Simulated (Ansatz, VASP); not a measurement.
Two plane-wave programs on ZnCu

```
Zn Cu
1.0
     2.94500    0.00000    0.00000
     0.00000    2.94500    0.00000
     0.00000    0.00000    2.94500
Zn Cu
1 1
Direct
  0.50000 0.50000 0.50000
  0.00000 0.00000 0.00000
```

Alike in both runs: task single point; functional PBE; k mesh 6 × 6 × 6; occupations gaussian, width 0.1 eV; no spin polarisation.

|  | VASP | Ansatz |
| --- | --- | --- |
| version | VASP 6.6.1 | Ansatz 0.2.0 |
| potentials or method | VASP PAW PBE potentials, release 64 (Zn, Cu), cutoff 520 eV | scalar-relativistic, plane waves, PAW |
| valence electrons in the cell | 23 | 31 |

|  | VASP | Ansatz | Ansatz less VASP |
| --- | --- | --- | --- |
| gap on the k mesh at the Fermi level (eV) | none | none | - |
| pressure (GPa) | 3.4 | 2.9 | -0.53 |

A gap of «none» marks a metal or a gap that the smearing closes. VASP's potentials hold 23 valence electrons a cell and Ansatz's 31, so a difference there can come from the potentials and not from the codes.
